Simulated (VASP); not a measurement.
A run of VASP 6.6.1 is set up as follows.

INCAR

```
ALGO = Normal ; EDIFF = 1E-6
ENCUT = 520 ; GGA = PE
ISIF = 2 ; ISMEAR = 0
LASPH = T ; LCHARG = F
LREAL = F ; LWAVE = F
NBANDS = 12 ; NELM = 100
PREC = Accurate ; SIGMA = 0.1
```

KPOINTS

```
k-points
0
Gamma
  18 18 18
```

POSCAR

```
Ag
1.0
    0.0000000000      2.1142582777      2.1142582777
    2.1142582777      0.0000000000      2.1142582777
    2.1142582777      2.1142582777      0.0000000000
Ag
1
Direct
    0.0000000000      0.0000000000      0.0000000000
```

Potentials or basis: VASP PAW PBE potentials, release 64 (Ag).

Run with:

```sh
$ cat potpaw_PBE.64/Ag/POTCAR > POTCAR
$ mpirun -np 1 vasp_std > vasp.out
```

(1) What does it give for the pressure?

## Answers

(1) -4.6 GPa.
